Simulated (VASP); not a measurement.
Write the native input for VASP 6.6.1 that does the following.

| Item | Value |
| --- | --- |
| Task | single point |
| Functional | r2SCAN |
| Potentials or basis | VASP PAW PBE potentials, release 64 (V_sv) |
| Cutoff | 520 eV |
| k mesh | 20 × 20 × 20 |
| Occupations | gaussian, width 0.1 eV |
| Spin | no spin polarisation |
| Dipole correction | no |
| Further INCAR settings | ALGO = Normal; EDIFF = 1e-06; NBANDS = 12 |

Crystal: V.

```
V
1.0
    -1.49090    1.49090    1.49090
     1.49090   -1.49090    1.49090
     1.49090    1.49090   -1.49090
V
1
Direct
  0.00000 0.00000 0.00000
```

These files were run (other wordings do the same):

POSCAR

```
V
1.0
   -1.4908960586      1.4908960586      1.4908960586
    1.4908960586     -1.4908960586      1.4908960586
    1.4908960586      1.4908960586     -1.4908960586
V
1
Direct
    0.0000000000      0.0000000000      0.0000000000
```

INCAR.step1

```
PREC = Accurate
ENCUT = 520
ISMEAR = 0
SIGMA = 0.1
LREAL = F
LASPH = T
NELM = 100
NBANDS = 12
GGA = PE
ALGO = Normal
EDIFF = 1E-4
LWAVE = T
LCHARG = F
```

INCAR.step2

```
PREC = Accurate
ENCUT = 520
EDIFF = 1E-6
ISMEAR = 0
SIGMA = 0.1
LREAL = F
LASPH = T
NELM = 100
ALGO = Normal
ISIF = 2
LWAVE = F
LCHARG = F
METAGGA = R2SCAN
LMIXTAU = T
NBANDS = 12
ISTART = 1
```

KPOINTS

```
regular mesh
0
Gamma
  20 20 20
```

Potentials or basis: VASP PAW PBE potentials, release 64 (V_sv).

The run is started by

```sh
$ cat potpaw_PBE.64/V_sv/POTCAR > POTCAR
$ cp INCAR.step1 INCAR
$ mpirun -np 1 vasp_std > vasp.out
$ cp INCAR.step2 INCAR
$ mpirun -np 1 vasp_std > vasp.out
```

It gave:

```json
{
  "Pressure": "0.8 GPa"
}
```

Caveat: the PAW data sets were made with another functional, which shifts forces and pressure a little.

It took 77 s on 1 thread of AMD EPYC 9R45 (Zen 5), with other jobs on the host, peak memory 0.12 GiB.
